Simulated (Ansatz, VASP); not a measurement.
One calculation of Hf, two programs

```
CELL_PARAMETERS angstrom
1.55869 -2.69972 0.00000
1.55869 2.69972 0.00000
0.00000 0.00000 4.94958
ATOMIC_POSITIONS crystal
Hf 0.66667 0.33333 0.25000
Hf 0.33333 0.66667 0.75000
```

Alike in both runs: task single point; functional LDA; k mesh 15 × 15 × 8; occupations fermi-dirac, width 0.1 eV; no spin polarisation.

|  | VASP | Ansatz |
| --- | --- | --- |
| version | VASP 6.6.1 | Ansatz 0.2.0 |
| potentials or method | VASP PAW LDA potentials, release 64 (Hf_pv), cutoff 520 eV | all-electron LAPW, scalar-relativistic |

|  | VASP | Ansatz | Ansatz less VASP |
| --- | --- | --- | --- |
| pressure (GPa) | 0.1 | 0.1 | -0.04 |

LDA's correlation is that of Perdew and Zunger in VASP and of Perdew and Wang (1992) in Ansatz. Ansatz ran all-electron here, and VASP with PAW potentials.

Spin-orbit coupling is off throughout.
